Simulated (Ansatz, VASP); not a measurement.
**C in VASP and in Ansatz**

```
CELL_PARAMETERS angstrom
1.81390 0.00000 0.00000
0.00000 1.81390 0.00000
0.00000 0.00000 1.81390
ATOMIC_POSITIONS crystal
C 0.00000 0.00000 0.00000
```

Alike in both runs: task single point; functional PBE; k mesh 29 × 29 × 29; occupations fermi-dirac, width 0.1 eV; no spin polarisation.

```csv
,VASP,Ansatz
version,VASP 6.6.1,Ansatz 0.2.0
potentials or method,"VASP PAW PBE potentials, release 64 (C), cutoff 520 eV","plane waves (420 eV) with PAW, scalar-relativistic"
valence electrons in the cell,4,4
```

|  | VASP | Ansatz | Ansatz less VASP |
| --- | --- | --- | --- |
| pressure (GPa) | -18.3 | -18.5 | -0.17 |
